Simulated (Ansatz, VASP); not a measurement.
**TlF in VASP and in Ansatz**

```
Tl F
1.0
    11.79000    0.00000    0.00000
     0.00000    9.00000    0.00000
     0.00000    0.00000   12.69000
Tl F
2 2
Direct
  0.49985 0.50000 0.64578
  0.49985 0.50000 0.35461
  0.61803 0.50000 0.50019
  0.38168 0.50000 0.50019
```

Alike in both runs: task single point; functional PBE; k mesh 1 × 1 × 1; occupations gaussian, width 0.01 eV; non-collinear spin, spin-orbit coupling.

|  | VASP | Ansatz |
| --- | --- | --- |
| version | VASP 6.6.1 | Ansatz 0.2.0 |
| potentials or method | VASP PAW PBE potentials, release 64 (Tl_d, F_h), cutoff 910 eV | plane waves, PAW |
| valence electrons in the cell | 40 | 40 |

```csv
,VASP,Ansatz,Ansatz less VASP
rms of the force components (eV/Å),0.128,0.107,-0.0208
net moment per atom (μB),0.00,0.00,0.000
```

Atom by atom the forces differ by 0.022 eV/Å (rms over components). The functional is the same, so the differences come from potentials, cutoffs and numerics. Ansatz's warnings: xc potential rough in thin density.

Noted on VASP's run: the cutoff is short for stress, so the pressure is rough.
